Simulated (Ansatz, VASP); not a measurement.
**One calculation of Hf, two programs**

INCAR

```
PREC = Accurate ; ENCUT = 520
EDIFF = 1E-7 ; ISMEAR = 0
SIGMA = 0.15 ; LREAL = F
LASPH = T ; NELM = 60
ALGO = Fast ; ISIF = 2
LWAVE = F ; LCHARG = F
GGA = PE ; NBANDS = 17
```

The input KPOINTS:

```
Automatic mesh
0
Gamma
  18 18 10
```

Contents of POSCAR:

```
Hf
1.0
    3.6762033028      0.0000000000      0.0000000000
   -1.8381016514      3.1836854497      0.0000000000
    0.0000000000      0.0000000000      5.0578000000
Hf
2
Direct
    0.3333333333      0.6666666667      0.2500000000
    0.6666666667      0.3333333333      0.7500000000
```

Input for Ansatz:

```yaml
crystal:
  lattice:
    - [3.6762033028, 0.0, 0.0]
    - [-1.8381016514, 3.1836854497, 0.0]
    - [0.0, 0.0, 5.0578]
  atoms:
    - { symbol: Hf, position: [0.3333333333, 0.6666666667, 0.25] }
    - { symbol: Hf, position: [0.6666666667, 0.3333333333, 0.75] }
basis:
  ecutwfc: 420
kpoints:
  mp_grid: { grid: [18, 18, 10] }
hamiltonian:
  xc: pbe
scf:
  occupations: { method: gaussian, width: 0.15 }
output:
  forces: true
  stress: true
  eigenvalues: true
  write_density: true
  write_potential: true
  elf: true
  volumetric_format: npy
```

Change from the starting cell: strain +0.1500 x Voigt [1, 1, 0, 0, 0, 0], atoms carried along.

Alike in both runs: task single point; functional PBE; k mesh 18 × 18 × 10; occupations gaussian, width 0.15 eV; no spin polarisation.

|  | VASP | Ansatz |
| --- | --- | --- |
| version | VASP 6.6.1 | Ansatz 0.2.0 |
| potentials or method | VASP PAW PBE potentials, release 64 (Hf_pv), cutoff 520 eV | scalar-relativistic, plane waves, PAW |
| valence electrons in the cell | 20 | 52 |

|  | VASP | Ansatz | Ansatz less VASP |
| --- | --- | --- | --- |
| gap on the k mesh at the Fermi level (eV) | none | none | - |
| pressure (GPa) | -17.3 | -17.0 | +0.30 |
| traceless stress, the component that is largest in VASP (GPa) | 4.78 | 4.86 | +0.083 |

A gap of «none» marks a metal or a gap that the smearing closes. With one functional, cell and mesh, what is left measures potentials, basis and numerics. VASP's potentials hold 20 valence electrons a cell and Ansatz's 52, so a difference there can come from the potentials and not from the codes.

Spin-orbit coupling is off throughout.
